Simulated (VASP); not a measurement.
Crystal: Ni.

```
Ni
1.0
     0.00000    1.67720    1.67720
     1.67720    0.00000    1.67720
     1.67720    1.67720    0.00000
Ni
1
Cartesian
  0.0000 0.0000 0.0000
```

Base run:

| Property | Result |
| --- | --- |
| Program | VASP 6.6.1 |
| Functional | LDA |
| Potentials or basis | VASP PAW LDA potentials, release 64 (Ni) |
| Cutoff | 520 eV |
| k mesh | 24 × 24 × 24 |
| Occupations | gaussian, width 0.15 eV |
| Spin | collinear spin, ferromagnetic start |
| Starting moments | [0.75] μB |
| Fixed moment | 0.75 μB |

Its results: pressure 19.4 GPa; site moments Ni +0.74 μB.

**Question.** The run is repeated on the same cell with these changes: fixed moment from 0.75 μB to 0.375 μB; moments at the start from [0.75] to [0.38]. What comes out?

**Answer.** Pressure 17.2 GPa; site moments Ni +0.37 μB.

Caveats: the total moment is fixed, so each spin has its own Fermi level.
